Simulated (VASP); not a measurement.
Sc: single point with LDA

The system is Sc.

```
Sc
1.0
     0.00000    1.77750    1.77750
     1.77750    0.00000    1.77750
     1.77750    1.77750    0.00000
Sc
1
Direct
  0.00000 0.00000 0.00000
```

This cell differs from its parent crystal: volume scaled by 0.5.

- Program: VASP 6.6.1
- Task: single point
- Functional: LDA
- Potentials or basis: VASP PAW LDA potentials, release 64 (Sc_sv)
- Cutoff: 520 eV
- k mesh: 15 × 15 × 15
- Occupations: fermi-dirac, width 0.1 eV
- Spin: no spin polarisation
- Dipole correction: no
- Further INCAR settings: ALGO = Normal; EDIFF = 1e-07; NBANDS = 12

The pressure is 108.0 GPa.

Levels at points of the mesh, in eV from the Fermi level:
| k point | band 3 | band 4 | band 5 | band 6 | band 7 | band 8 |
| --- | --- | --- | --- | --- | --- | --- |
| (0.00, 0.00, 0.00) | -24.74 | -24.74 | -4.44 | 2.20 | 2.20 | 2.20 |

Run time: 6.1 s on 1 thread of Intel(R) Xeon(R) 6975P-C (Granite Rapids) (shared host), peak memory 0.12 GiB.
